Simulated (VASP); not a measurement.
Here is a VASP 6.6.1 calculation.

Contents of INCAR:

```
SYSTEM = La3SnC
  PREC = Accurate
  ENCUT = 520
  EDIFF = 1E-7
  ISMEAR = -1
  SIGMA = 0.05
  LREAL = .FALSE.
  LASPH = .TRUE.
  NELM = 100
  ALGO = Normal
  ISIF = 2
  LWAVE = .FALSE.
  LCHARG = .FALSE.
  GGA = CA
  NBANDS = 34
```

KPOINTS

```
regular mesh
0
G
  4 4 4
  0 0 0
```

POSCAR

```
La3SnC
1.0
    5.2202995700      0.0000000000      0.0000000000
    0.0000000000      5.2202995700      0.0000000000
    0.0000000000      0.0000000000      5.2202995700
La Sn C
3 1 1
Direct
    0.5000000000      0.0000000000      0.0000000000
    0.0000000000      0.5000000000      0.0000000000
    0.0000000000      0.0000000000      0.5000000000
    0.5000000000      0.5000000000      0.5000000000
    0.0000000000      0.0000000000      0.0000000000
```

Potentials or basis: VASP PAW LDA potentials, release 64 (La, Sn_d, C).

Launch:

```console
$ cat potpaw_LDA.64/La/POTCAR potpaw_LDA.64/Sn_d/POTCAR potpaw_LDA.64/C/POTCAR > POTCAR
$ mpirun -np 1 vasp_std > vasp.out
```

**Question.** What does it give for the pressure?

**Answer.** -4.2 GPa.
